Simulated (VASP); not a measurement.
SnO2: single point with PBE

The system is SnO2.

```
Sn O
1.0
     4.73800   -0.01579   -0.01579
    -0.01579    4.73800   -0.01579
    -0.01062   -0.01062    3.18650
Sn O
2 4
Direct
  0.00000 0.00000 0.00000
  0.50000 0.50000 0.50000
  0.30710 0.30710 0.00000
  0.19290 0.80710 0.50000
  0.69290 0.69290 0.00000
  0.80710 0.19290 0.50000
```

```yaml
Program: VASP 6.6.1
Task: single point
Functional: PBE
Potentials_or_basis: VASP PAW PBE potentials, release 64 (Sn_d, O)
Cutoff: 520 eV
k_mesh: 4 × 4 × 6
Occupations: fermi-dirac, width 0.02 eV
Spin: no spin polarisation
```

* Pressure: 11.8 GPa
* Largest force: 0.314 eV/Å
* Band gap on the k mesh: 1.27 eV

Forces in eV/Å, atoms in the order of the input:
```
Sn   0.000  0.000  0.000
Sn   0.000  0.000  0.000
O   -0.194 -0.194 -0.091
O    0.222 -0.222  0.000
O    0.194  0.194  0.091
O   -0.222  0.222  0.000
```

Stress tensor (GPa, compression positive):
```
10.72  1.41  0.81
 1.41 10.72  0.81
 0.81  0.81 14.01
```

Levels at points of the mesh, in eV from the valence-band top:
```tsv
k point	band 23	band 24	band 25	band 26	band 27	band 28	band 29	band 30
(0.00, 0.00, 0.00)	-1.20	-0.80	-0.76	0.00	1.27	6.15	6.33	6.37
(0.50, 0.00, 0.00)	-1.21	-1.16	-0.64	-0.63	4.42	4.47	7.07	7.11
(0.50, 0.50, 0.00)	-1.34	-1.28	-0.94	-0.86	4.81	4.86	7.52	7.53
(0.00, 0.00, 0.50)	-1.68	-1.64	-1.31	-1.21	6.22	6.24	9.76	9.79
(0.50, 0.00, 0.50)	-1.13	-1.07	-0.71	-0.68	6.49	6.53	8.01	8.13
(0.50, 0.50, 0.50)	-0.99	-0.96	-0.87	-0.80	4.90	4.95	8.84	8.92
```

It took 77 s on 1 thread of Intel Xeon 8259CL, with other jobs on the host, peak memory 0.21 GiB.

Caveat: the cell stands under pressure; spin-orbit coupling is left out, which moves the levels of the heavy elements. PBE gaps usually lie below the measured ones, often by a third to a half.
